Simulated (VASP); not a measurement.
# HfN (I4/mmm) in VASP: a series of runs

HfN is run at these levels: PBEsol; tasks: single point.

All numbers are computed with VASP 6.6.1; they aren't measurements. Logs are shortened: lines on timing, memory, paths and dates and some standing lists are left out, and cuts for length are marked.

## 1. The cell of the first run

The structure is tetragonal, space group I4/mmm (No. 139). Conventional cell: a = 3.131 Å, b = 3.131 Å, c = 4.518 Å, α = 90.00°, β = 90.00°, γ = 90.00°. Within 2.9 Å of Hf (site symmetry 4/mmm) lie 6 N at 2.21 to 2.26 Å. N (site symmetry 4/mmm) has 6 Hf at 2.21 to 2.26 Å within 2.9 Å.

## 2. Single point, PBEsol (equal xx and yy strain of -2 %)

File INCAR:

```
PREC = Accurate ; ENCUT = 600
EDIFF = 1E-6 ; ISMEAR = -1
SIGMA = 0.01 ; LREAL = False
LASPH = True ; NELM = 120
ALGO = Normal ; ISIF = 2
LWAVE = False ; LCHARG = False
GGA = PS ; NBANDS = 14
GGA_COMPAT = False
```

File KPOINTS:

```
regular mesh
0
Gamma
  10 10 10
```

File POSCAR:

```
HfN
1.0
    0.0000000000      2.2138200000      2.2590000000
    2.2138200000      0.0000000000      2.2590000000
    2.2138200000      2.2138200000      0.0000000000
Hf N
1 1
Direct
    0.0000000000      0.0000000000      0.0000000000
    0.5000000000      0.5000000000      0.5000000000
```

Potentials or basis: VASP PAW PBE potentials, release 64 (Hf_pv, N).

Command:

```bash
$ cat potpaw_PBE.64/Hf_pv/POTCAR potpaw_PBE.64/N/POTCAR > POTCAR
$ mpirun -np 1 vasp_std > vasp.out
```

OUTCAR:

```text
PREC = Accurate
   ENCUT = 600
   EDIFF = 1E-6
   ISMEAR = -1
   LREAL = False
   LASPH = True
   NELM = 120
   ISIF = 2
   GGA = PS

 ion  position               nearest neighbor table
   1  0.000  0.000  0.000-   2 2.21   2 2.21   2 2.21   2 2.21   2 2.26   2 2.26
   2  0.500  0.500  0.500-   1 2.21   1 2.21   1 2.21   1 2.21   1 2.26   1 2.26

  LATTYP: Found a body centered tetragonal cell.
 ALAT       =     3.1308142687
 C/A-ratio  =     1.4430750636

  Lattice vectors:

 A1 = (  -2.2138200000,   0.0000000000,   2.2590000000)
 A2 = (   2.2138200000,   0.0000000000,   2.2590000000)
 A3 = (   0.0000000000,   2.2138200000,  -2.2590000000)

Analysis of symmetry for initial positions (statically):
=====================================================================
 Subroutine PRICEL returns:
 Original cell was already a primitive cell.

 Routine SETGRP: Setting up the symmetry group for a
 body centered tetragonal supercell.

 Subroutine GETGRP returns: Found 16 space group operations
 (whereof 16 operations were pure point group operations)
 out of a pool of 16 trial point group operations.

The static configuration has the point symmetry D_4h.

Analysis of symmetry for dynamics (positions and initial velocities):
=====================================================================
 Subroutine PRICEL returns:
 Original cell was already a primitive cell.

 Routine SETGRP: Setting up the symmetry group for a
 body centered tetragonal supercell.

 Subroutine GETGRP returns: Found 16 space group operations
 (whereof 16 operations were pure point group operations)
 out of a pool of 16 trial point group operations.

The dynamic configuration has the point symmetry D_4h.

 Subroutine INISYM returns: Found 16 space group operations
 (whereof 16 operations are pure point group operations),
 and found     1 'primitive' translations

----------------------------------------------------------------------------------------

                                     Primitive cell

  volume of cell :      22.1427

  direct lattice vectors                    reciprocal lattice vectors
     0.000000000  2.213820000  2.259000000    -0.225853954  0.225853954  0.221336875
     2.213820000  0.000000000  2.259000000     0.225853954 -0.225853954  0.221336875
     2.213820000  2.213820000  0.000000000     0.225853954  0.225853954 -0.221336875

  length of vectors
     3.162922698  3.162922698  3.130814269     0.388600089  0.388600089  0.388600089

  position of ions in fractional coordinates (direct lattice)
     0.000000000  0.000000000  0.000000000
     0.500000000  0.500000000  0.500000000

  ion indices of the primitive-cell ions
   primitive index   ion index
                 1           1
                 2           2

----------------------------------------------------------------------------------------

 KPOINTS: regular mesh

Automatic generation of k-mesh.
 Grid dimensions read from file:
 generate k-points for:   10   10   10

 Generating k-lattice:

  Cartesian coordinates                     Fractional coordinates (reciprocal lattice)
    -0.022585395  0.022585395  0.022133687     0.100000000  0.000000000  0.000000000
     0.022585395 -0.022585395  0.022133687     0.000000000  0.100000000  0.000000000
     0.022585395  0.022585395 -0.022133687     0.000000000  0.000000000  0.100000000

  Length of vectors
     0.038860009  0.038860009  0.038860009

  Shift w.r.t. Gamma in fractional coordinates (k-lattice)
     0.000000000  0.000000000  0.000000000

 Subroutine IBZKPT returns following result:
 ===========================================

 Found    102 irreducible k-points:

 Following reciprocal coordinates:
            Coordinates               Weight
  0.000000  0.000000  0.000000      1.000000
  0.100000  0.000000  0.000000      8.000000
  0.200000  0.000000  0.000000      8.000000
  0.300000  0.000000  0.000000      8.000000
  0.400000  0.000000  0.000000      8.000000
  0.500000  0.000000  0.000000      4.000000
[... 16 lines left out ...]
  0.300000  0.300000  0.000000      2.000000
  0.400000  0.300000  0.000000      8.000000
 [... further k-points ...]
   k-points           NKPTS =    102   k-points in BZ     NKDIM =    102   number of bands    NBANDS=     14
   number of dos      NEDOS =    301   number of ions     NIONS =      2
   total plane-waves  NPLWV =  21952
   dimension x,y,z NGX =    28 NGY =   28 NGZ =   28
   dimension x,y,z NGXF=    56 NGYF=   56 NGZF=   56
   ions per type =               1   1
   NGX,Y,Z   is equivalent  to a cutoff of  14.72, 14.72, 14.87 a.u.
   NGXF,Y,Z  is equivalent  to a cutoff of  29.43, 29.43, 29.74 a.u.
 SYSTEM =  unknown system
   PREC   = accura    normal or accurate (medium, high low for compatibility)
   ISTART =      0    job   : 0-new  1-cont  2-samecut
   ICHARG =      2    charge: 1-file 2-atom 10-const
   ISPIN  =      1    spin polarized calculation?
   LNONCOLLINEAR =      F non collinear calculations
   LSORBIT =      F    spin-orbit coupling
   LASPH  =      T    aspherical Exc in radial PAW
   ENCUT  =  600.0 eV  44.10 Ry    6.64 a.u.   6.32  6.32  6.25*2*pi/ulx,y,z
   NELM   =    120;   NELMIN=  2; NELMDL= -5     # of ELM steps
   EDIFF  = 0.1E-05   stopping-criterion for ELM
   LREAL  =      F    real-space projection
   EDIFFG = 0.1E-04   stopping-criterion for IOM
   NSW    =      0    number of steps for IOM
   IBRION =     -1    ionic relax: 0-MD 1-quasi-New 2-CG
   NFREE  =      0    steps in history (QN), initial steepest desc. (CG)
   ISIF   =      2    stress and relaxation
   ISYM   =      2    0-nonsym 1-usesym 2-fastsym
   POTIM  = 0.5000    time-step for ionic-motion
   TEBEG  =    0.0;   TEEND  =   0.0 temperature during run
   PSTRESS=    0.0 pullay stress
   NELECT =      15.0000    total number of electrons
   NUPDOWN=      -1.0000    fix difference up-down
   EMIN   =  10.00;   EMAX   =-10.00  energy-range for DOS
   EFERMI =   0.00;   METHOD = LEGACY
   ISMEAR =    -1;   SIGMA  =   0.01  broadening in eV -4-tet -1-fermi 0-gaus
   EFERMI_NEDOS =   21; number of points for ismear=-14 and -15
   IALGO  =     38    algorithm
   IMIX   =      4    mixing-type and parameters
     AMIX     =   0.40;   BMIX     =  1.00
     AMIX_MAG =   1.60;   BMIX_MAG =  1.00
  volume/ion in A,a.u.               =      11.07        74.71
  Fermi-wavevector in a.u.,A,eV,Ry     =   1.437788  2.717026 28.126446  2.067235
  Thomas-Fermi vector in A             =   2.556827
   LORBIT       =      0    0 simple, 1 ext, 2 COOP (PROOUT), +10 PAW based schemes
   GGA     = PS    functional components
   LHFCALC =     F    Hartree Fock is set to
   AEXX    =    0.0000 exact exchange contribution
   IVDW    =     0    specifies the selected vdW correction
   LEPSILON=     F    determine dielectric tensor
   LRPA    =     F    only Hartree local field effects (RPA)
 non-spin polarized calculation
  energy-cutoff  :      600.00
  volume of cell :       22.14
 maximum number of plane-waves:       754
 NGX is ok and might be reduce to    28
   NGX = 13   NGY = 13   NGZ = 13

 number of electron      15.0000000 magnetization

 Free energy of the ion-electron system (eV)
  ---------------------------------------------------
  ext. energy  EPLUGINS =         0.00000000
  ---------------------------------------------------
  free energy    TOTEN  =       -22.96832399 eV

  energy without entropy =      -22.96812675  energy(sigma->0) =      -22.96822537

 E-fermi :   8.5973     XC(G=0): -13.1054

 val. band max:        8.5930626772   @ k =  -0.2000   0.5000   0.3000
 cond. band min:       8.6203148011   @ k =  -0.1000  -0.0000   0.1000
 fundamental gap:      0.0272521239
 Fermi energy:         8.5972602301

 k-point     1 :       0.0000    0.0000    0.0000
  band No.  band energies     occupation
      1     -22.3412      2.00000
      2     -22.3231      2.00000
      3     -22.3231      2.00000
      4      -9.1236      2.00000
      5       5.4515      2.00000
      6       5.5639      2.00000
      7       5.5639      2.00000
      8       8.0105      2.00000
      9       8.2509      2.00000
     10       8.2509      2.00000
     11      10.1859      0.00000
     12      10.7657      0.00000
     13      11.0413      0.00000
     14      18.2036      0.00000

 k-point     2 :       0.1000    0.0000    0.0000
  band No.  band energies     occupation
      1     -22.4494      2.00000
      2     -22.3461      2.00000
      3     -22.3310      2.00000
      4      -8.8703      2.00000
      5       4.5682      2.00000
      6       4.9111      2.00000
      7       4.9800      2.00000
      8       8.3537      2.00000
      9       8.5227      1.99884
     10       8.5804      1.68680
     11      10.9497      0.00000
     12      11.5667      0.00000
     13      11.7502      0.00000
     14      19.0131      0.00000

 k-point     3 :       0.2000    0.0000    0.0000
  band No.  band energies     occupation
      1     -22.7491      2.00000
      2     -22.3757      2.00000
      3     -22.3517      2.00000
      4      -8.1927      2.00000
      5       2.8497      2.00000
      6       3.8570      2.00000
      7       3.9173      2.00000
      8       8.8394      0.00000
      9       9.3431      0.00000
     10       9.4116      0.00000
     11      12.5809      0.00000
     12      13.3160      0.00000
     13      13.3619      0.00000
     14      20.9553      0.00000
[... 324 lines left out ...]
 k-point    23 :       0.3000    0.3000    0.0000
  band No.  band energies     occupation
      1     -22.9951      2.00000
      2     -22.5459      2.00000
      3     -22.5459      2.00000
      4      -7.8159      2.00000
      5       1.6243      2.00000
      6       4.7711      2.00000
      7       4.7711      2.00000
      8       5.4685      2.00000
      9      12.0383      0.00000
     10      12.7806      0.00000
     11      12.7806      0.00000
     12      12.9060      0.00000
     13      17.6139      0.00000
     14      20.9921      0.00000

 k-point    24 :       0.4000    0.3000    0.0000
  band No.  band energies     occupation
      1     -23.1183      2.00000
      2     -22.6223      2.00000
      3     -22.5797      2.00000
      4      -7.6855      2.00000
      5       1.8389      2.00000
      6       3.9096      2.00000
      7       4.4705      2.00000
      8       6.0271      2.00000
      9      12.9179      0.00000
     10      13.4060      0.00000
     11      13.5144      0.00000
     12      13.8858      0.00000
     13      17.8665      0.00000
     14      20.1956      0.00000

 [... further k-points ...]
[... 5 lines left out ...]
  --------------------------------------------------------------------------------------
  -------------------------------------------------------------------------------------
  Total        1.4143175      1.4143175      0.0215434      0.0000000     -0.0000000     -0.0000000
  in kB      102.3355833    102.3355833      1.5588133      0.0000000     -0.0000000     -0.0000000
  external PRESSURE =      68.7433266 kB  Pullay stress =       0.0000000 kB

 VOLUME and BASIS-vectors are now :
 -----------------------------------------------------------------------------
  energy-cutoff  :      600.00
  volume of cell :       22.14
      direct lattice vectors                 reciprocal lattice vectors
     0.000000000  2.213820000  2.259000000    -0.225853954  0.225853954  0.221336875
     2.213820000  0.000000000  2.259000000     0.225853954 -0.225853954  0.221336875
     2.213820000  2.213820000  0.000000000     0.225853954  0.225853954 -0.221336875

 POSITION                                       TOTAL-FORCE (eV/Angst)
 -----------------------------------------------------------------------------------
      0.00000      0.00000      0.00000         0.000000     -0.000000      0.000000
      2.21382      2.21382      2.25900        -0.000000      0.000000      0.000000
 -----------------------------------------------------------------------------------
    total drift:                                0.000000      0.000000      0.000000

  FREE ENERGIE OF THE ION-ELECTRON SYSTEM (eV)
  ---------------------------------------------------
  free  energy   TOTEN  =       -22.9683239872 eV

  energy  without entropy=      -22.9681267529  energy(sigma->0) =      -22.96822537
```

Run time: 68 s. Hardware: 1 thread of Intel Xeon 8259CL, shared host; peak memory 0.19 GiB.

Results:

```yaml
Free_energy: -22.9683 eV
Pressure: 6.9 GPa
```

Caveat: the cell differs from its parent crystal (equal xx and yy strain of -2 %); the PAW data sets were made with another functional, which shifts forces and pressure a little; spin-orbit coupling is left out, which moves the levels of the heavy elements.

## 3. Single point, PBEsol (zz strain of -2 %)

File INCAR:

```
  PREC = Accurate
  ENCUT = 600
  EDIFF = 1E-6
  ISMEAR = -1
  SIGMA = 0.01
  LREAL = F
  LASPH = T
  NELM = 120
  ALGO = Normal
  ISIF = 2
  LWAVE = F
  LCHARG = T
  GGA = PS
  LELF = T
  LVHAR = T
  NBANDS = 14
  GGA_COMPAT = F
```

KPOINTS is that of step 2.

File POSCAR:

```
HfN
1.0
    0.0000000000      2.2590000000      2.2138200000
    2.2590000000      0.0000000000      2.2138200000
    2.2590000000      2.2590000000      0.0000000000
Hf N
1 1
Direct
    0.0000000000      0.0000000000      0.0000000000
    0.5000000000      0.5000000000      0.5000000000
```

Potentials or basis: VASP PAW PBE potentials, release 64 (Hf_pv, N).

Command:

```bash
$ cat potpaw_PBE.64/Hf_pv/POTCAR potpaw_PBE.64/N/POTCAR > POTCAR
$ mpirun -np 1 vasp_std > vasp.out
```

Wall time 72 s (1 thread of Intel Xeon 8259CL, shared host); peak memory 0.19 GiB.

It converged, with:

| Item | Value |
| --- | --- |
| Free energy | -22.9786 eV |
| Pressure | 0.7 GPa |

Stress tensor (GPa, compression positive):
```
-2.44  0.00  0.00
 0.00 -2.44  0.00
 0.00  0.00  6.92
```

Levels at points of the mesh, in eV from the Fermi level:
| k point | band 6 | band 7 | band 8 | band 9 | band 10 | band 11 |
| --- | --- | --- | --- | --- | --- | --- |
| (0.00, 0.00, 0.00) | -3.09 | -2.97 | -0.49 | -0.49 | -0.27 | 1.64 |
| (0.50, 0.00, 0.00) | -6.33 | -6.31 | 3.34 | 3.72 | 3.86 | 4.47 |
| (0.50, 0.50, 0.00) | -4.01 | -3.77 | -3.77 | 4.17 | 5.67 | 5.67 |
| (0.50, 0.00, 0.50) | -3.95 | -3.73 | -3.61 | 4.11 | 5.52 | 5.81 |

Caveat: the cell differs from its parent crystal (zz strain of -2 %); the PAW data sets were made with another functional, which shifts forces and pressure a little; spin-orbit coupling is left out, which moves the levels of the heavy elements.
